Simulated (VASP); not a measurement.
Set up this calculation in VASP 6.6.1, as the native input.

```
Task                   : single point
Functional             : PBE
Potentials or basis    : VASP PAW PBE potentials, release 64 (Ge_d, Bi_d, O)
Cutoff                 : 520 eV
k mesh                 : 6 × 6 × 4
Occupations            : gaussian, width 0.1 eV
Spin                   : no spin polarisation
Dipole correction      : no
Further INCAR settings : ALGO = Normal; EDIFF = 1e-06; NBANDS = 36
```

The structure of GeBiO4 lies in POSCAR:

```
GeBiO4
1.0
    3.4388794800      0.0000000000      0.0000000000
    0.0000000000      3.4388794800      0.0000000000
    0.0000000000      0.0000000000      5.9273812400
Ge Bi O
1 1 4
Direct
    0.5000000000      0.5000000000      0.5000000000
    0.0000000000      0.0000000000      0.0000000000
    0.5000000000      0.0000000000      0.0000000000
    0.0000000000      0.5000000000      0.0000000000
    0.0000000000      0.0000000000      0.2770000100
    0.0000000000      0.0000000000      0.7229999900
```

One way to write it, as run:

INCAR

```
SYSTEM = GeBiO4
PREC = Accurate
ENCUT = 520
EDIFF = 1E-6
ISMEAR = 0
SIGMA = 0.1
LREAL = .FALSE.
LASPH = .TRUE.
NELM = 60
ALGO = Normal
ISIF = 2
LWAVE = .FALSE.
LCHARG = .FALSE.
GGA = PE
NBANDS = 36
```

KPOINTS

```
Automatic mesh
0
G
  6 6 4
  0 0 0
```

Potentials or basis: VASP PAW PBE potentials, release 64 (Ge_d, Bi_d, O).

Launch:

```sh
$ cat potpaw_PBE.64/Ge_d/POTCAR potpaw_PBE.64/Bi_d/POTCAR potpaw_PBE.64/O/POTCAR > POTCAR
$ mpirun -np 1 vasp_std > vasp.out
```

Results of the run:

```
Pressure      : 127.5 GPa
Largest force : 21.465 eV/Å
```

Caveat: an odd number of electrons without spin polarisation forces a metal; a magnetic or distorted state may lie lower.

Wall time 2.6 min on 1 thread of Intel Xeon 8259CL (shared host), peak memory 0.22 GiB.
